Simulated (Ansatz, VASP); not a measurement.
# SnO: VASP beside Ansatz

INCAR

```
SYSTEM = SnO
ALGO = Normal
EDIFF = 1E-6
ENCUT = 520
GGA = PS
ISIF = 2
ISMEAR = 0
LASPH = .TRUE.
LCHARG = .FALSE.
LREAL = .FALSE.
LWAVE = .FALSE.
NBANDS = 28
NELM = 100
PREC = Accurate
SIGMA = 0.15
```

Contents of KPOINTS:

```
k-points
0
G
  12 12 10
  0 0 0
```

POSCAR

```
SnO
1.0
    3.8020000000     -0.0190100000      0.0000000000
   -0.0190100000      3.8020000000      0.0000000000
    0.0000000000      0.0000000000      4.8360000000
Sn O
2 2
Direct
    0.0000000000      0.5000000000      0.2385000000
    0.5000000000      0.0000000000      0.7615000000
    0.0000000000      0.0000000000      0.0000000000
    0.5000000000      0.5000000000      0.0000000000
```

Input for Ansatz:

```yaml
crystal:
  lattice:
    - [3.802, -0.01901, 0.0]
    - [-0.01901, 3.802, 0.0]
    - [0.0, 0.0, 4.836]
  atoms:
    - { symbol: Sn, position: [0.0, 0.5, 0.2385] }
    - { symbol: Sn, position: [0.5, 0.0, 0.7615] }
    - { symbol: O, position: [0.0, 0.0, 0.0] }
    - { symbol: O, position: [0.5, 0.5, 0.0] }
basis:
  ecutwfc: 420
kpoints:
  mp_grid: { grid: [12, 12, 10] }
hamiltonian:
  xc: pbesol
scf:
  occupations: { method: gaussian, width: 0.15 }
output:
  forces: true
  stress: true
  eigenvalues: true
```

Change from the starting cell: strain -0.0100 x Voigt [0, 0, 0, 0, 0, 1], atoms carried along.

Alike in both runs: task single point; functional PBEsol; k mesh 12 × 12 × 10; occupations gaussian, width 0.15 eV; no spin polarisation.

|  | VASP | Ansatz |
| --- | --- | --- |
| version | VASP 6.6.1 | Ansatz 0.2.0 |
| potentials or method | VASP PAW PBE potentials, release 64 (Sn_d, O), cutoff 520 eV | scalar-relativistic, plane waves, PAW |
| valence electrons in the cell | 40 | 40 |

Ansatz gave:

```
gap on the k mesh at the Fermi level (eV)                     : none
pressure (GPa)                                                : 0.0
traceless stress, the component that is largest in VASP (GPa) : 0.84
rms of the force components (eV/Å)                            : 0.025
```

Problem. What did VASP give for the same quantities?

Solution. gap on the k mesh at the Fermi level (eV): none; pressure (GPa): 0.2; traceless stress, the component that is largest in VASP (GPa): 0.83; rms of the force components (eV/Å): 0.060.

VASP's potentials were made for PBE, not for PBEsol. Atom by atom the forces differ by 0.035 eV/Å (rms over components). A gap of «none» marks a metal or a gap that the smearing closes.
